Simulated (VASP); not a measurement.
Crystal: La2O.

```
La O
1.0
     0.00000    3.06337    3.06337
     3.06337    0.00000    3.06337
     3.06337    3.06337    0.00000
La O
2 1
Cartesian
  1.5317 1.5317 1.5317
  4.5951 4.5951 4.5951
  0.0000 0.0000 0.0000
```

- Program: VASP 6.6.1
- Task: relaxation of cell and atoms
- Functional: PBE
- Potentials or basis: VASP PAW PBE potentials, release 64 (La, O)
- Cutoff: 600 eV
- k mesh: 6 × 6 × 6
- Occupations: gaussian, width 0.1 eV
- Spin: no spin polarisation

At the start: pressure 12.0 GPa; volume 19.16 Å³/atom.

**Question.** Where does the relaxation end?

**Answer.** Over 3 steps the energy falls by 83.4 meV/atom and the volume is 21.68 Å³/atom (+13.1 %); space group Fm-3m (No. 225, to 0.05 Å).

Step by step:
| step | energy change (eV) | largest force (eV/Å) | pressure (GPa) | volume (Å³) |
| --- | --- | --- | --- | --- |
| 1 | 0.0000 | 0.0000 | 11.96 | 57.49 |
| 2 | -0.1678 | 0.0000 | -4.74 | 70.24 |
| 3 | -0.2503 | 0.0000 | -0.01 | 65.03 |

Final structure:
```cif
data_structure
_symmetry_space_group_name_H-M 'P 1'
_symmetry_Int_Tables_number 1
_cell_length_a 4.5138
_cell_length_b 4.5138
_cell_length_c 4.5138
_cell_angle_alpha 60.000
_cell_angle_beta 60.000
_cell_angle_gamma 60.000
_cell_volume 65.03
loop_
_atom_site_label
_atom_site_type_symbol
_atom_site_fract_x
_atom_site_fract_y
_atom_site_fract_z
_atom_site_occupancy
La1 La 0.25000 0.25000 0.25000 1
La2 La 0.75000 0.75000 0.75000 1
O1 O 0.00000 0.00000 0.00000 1
```
